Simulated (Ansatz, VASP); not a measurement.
## Two plane-wave programs on AlN

Contents of INCAR:

```
PREC = Accurate
ENCUT = 520
EDIFF = 1E-7
ISMEAR = -1
SIGMA = 0.05
LREAL = F
LASPH = T
NELM = 100
ALGO = Normal
ISIF = 2
LWAVE = F
LCHARG = F
NBANDS = 16
```

KPOINTS

```
regular mesh
0
Gamma
  10 10 6
```

POSCAR

```
AlN
1.0
    3.0709272750      0.0000000000      0.0000000000
   -1.5354636375      2.6595010333      0.0000000000
    0.0000000000      0.0000000000      4.9136809369
Al N
2 2
Direct
    0.6666666667      0.3333333333      0.5000000000
    0.3333333333      0.6666666667      0.0000000000
    0.6666666667      0.3333333333      0.8800000000
    0.3333333333      0.6666666667      0.3800000000
```

File input.yaml:

```yaml
crystal:
  lattice:
    - [3.070927275, 0.0, 0.0]
    - [-1.5354636375, 2.6595010333, 0.0]
    - [0.0, 0.0, 4.9136809369]
  atoms:
    - { symbol: Al, position: [0.6666666667, 0.3333333333, 0.5] }
    - { symbol: Al, position: [0.3333333333, 0.6666666667, 0.0] }
    - { symbol: "N", position: [0.6666666667, 0.3333333333, 0.88] }
    - { symbol: "N", position: [0.3333333333, 0.6666666667, 0.38] }
hamiltonian:
  xc: lda
  pseudopotentials: { kind: paw }
kpoints:
  mp_grid: { grid: [10, 10, 6] }
scf:
  occupations: { method: fermi_dirac, width: 0.05 }
output:
  forces: true
  stress: true
  eigenvalues: true
  write_density: true
  write_potential: true
  elf: true
  volumetric_format: npy
```

Alike in both runs: task single point; functional LDA; k mesh 10 × 10 × 6; occupations fermi-dirac, width 0.05 eV; no spin polarisation.

|  | VASP | Ansatz |
| --- | --- | --- |
| version | VASP 6.6.1 | Ansatz 0.2.0 |
| potentials or method | VASP PAW LDA potentials, release 64 (Al, N) | Ansatz PAW |
| plane-wave cutoff (eV) | 520 | 420 |
| valence electrons in the cell | 16 | 16 |

|  | VASP | Ansatz | Ansatz less VASP |
| --- | --- | --- | --- |
| gap on the k mesh at the Fermi level (eV) | 4.61 | 4.60 | -0.007 |
| least direct gap on the mesh (eV) | 4.61 | 4.60 | -0.007 |
| pressure (GPa) | 4.6 | 3.9 | -0.71 |
| traceless stress, the component that is largest in VASP (GPa) | 0.98 | 0.96 | -0.021 |
| rms of the force components (eV/Å) | 0.087 | 0.086 | -0.0019 |

LDA's correlation is that of Perdew and Zunger in VASP and of Perdew and Wang (1992) in Ansatz. Atom by atom the forces differ by 0.002 eV/Å (rms over components).
